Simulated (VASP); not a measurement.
Input of a VASP 6.6.1 run:

Contents of INCAR:

```
PREC = Accurate ; ENCUT = 520
EDIFF = 1E-8 ; ISMEAR = 0
SIGMA = 0.01 ; LREAL = F
LASPH = T ; NELM = 60
ALGO = Normal ; ISIF = 2
LWAVE = F ; LCHARG = F
GGA = PE ; IBRION = 8
NSW = 1 ; LEPSILON = T
```

The input KPOINTS:

```
Automatic mesh
0
Gamma
  8 8 8
```

The input POSCAR:

```
ZnS
1.0
    0.0000000000      2.7211543805      2.7211543805
    2.7211543805      0.0000000000      2.7211543805
    2.7211543805      2.7211543805      0.0000000000
Zn S
1 1
Direct
    0.0000000000      0.0000000000      0.0000000000
    0.7500000000      0.7500000000      0.7500000000
```

Potentials or basis: VASP PAW PBE potentials, release 64 (Zn, S).

Run with:

```bash
$ cat potpaw_PBE.64/Zn/POTCAR potpaw_PBE.64/S/POTCAR > POTCAR
$ mpirun -np 1 vasp_std > vasp.out
```

**Question.** What does it give for the electronic dielectric tensor (diagonal)?

**Answer.** 6.02.

**Question.** Estimate the Born charges (mean of the diagonal).

**Answer.** Zn +2.04; S -2.04 e.

**Question.** Predict the highest phonon frequency at Γ, LO-TO splitting left out.

**Answer.** 261 cm⁻¹.

Born effective charge tensors (e):
atom 1, Zn
```
2.04 0.00 0.00
0.00 2.04 0.00
0.00 0.00 2.04
```
atom 2, S
```
-2.04  0.00  0.00
 0.00 -2.04  0.00
 0.00  0.00 -2.04
```
